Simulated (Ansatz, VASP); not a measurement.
SnO2 in VASP and in Ansatz

```
CELL_PARAMETERS angstrom
4.73735 0.00000 0.00000
0.00000 4.73735 0.00000
0.00000 0.00000 3.18640
ATOMIC_POSITIONS crystal
Sn 0.00000 0.00000 0.00000
Sn 0.50000 0.50000 0.50000
O 0.30562 0.30562 0.00000
O 0.19438 0.80562 0.50000
O 0.69438 0.69438 0.00000
O 0.80562 0.19438 0.50000
```

Alike in both runs: task relaxation of cell and atoms; functional LDA; k mesh 6 × 6 × 8; occupations gaussian, width 0.02 eV; no spin polarisation.

|  | VASP | Ansatz |
| --- | --- | --- |
| version | VASP 6.6.1 | Ansatz 0.2.0 |
| potentials or method | VASP PAW LDA potentials, release 64 (Sn_d, O), cutoff 600 eV | scalar-relativistic, plane waves, PAW |
| valence electrons in the cell | 52 | 52 |

```csv
,VASP,Ansatz,Ansatz less VASP
"gap on the k mesh at the Fermi level, each at its own relaxed structure (eV)",1.15,1.18,+0.034
relaxed volume (Å³/atom),11.90,11.84,-0.059
relaxed cell length with the largest relative difference (Å),3.196,3.189,-0.0075
```

Ansatz warns that its potentials were made for another functional, while VASP's fit it. LDA's correlation is that of Perdew and Zunger in VASP and of Perdew and Wang (1992) in Ansatz.
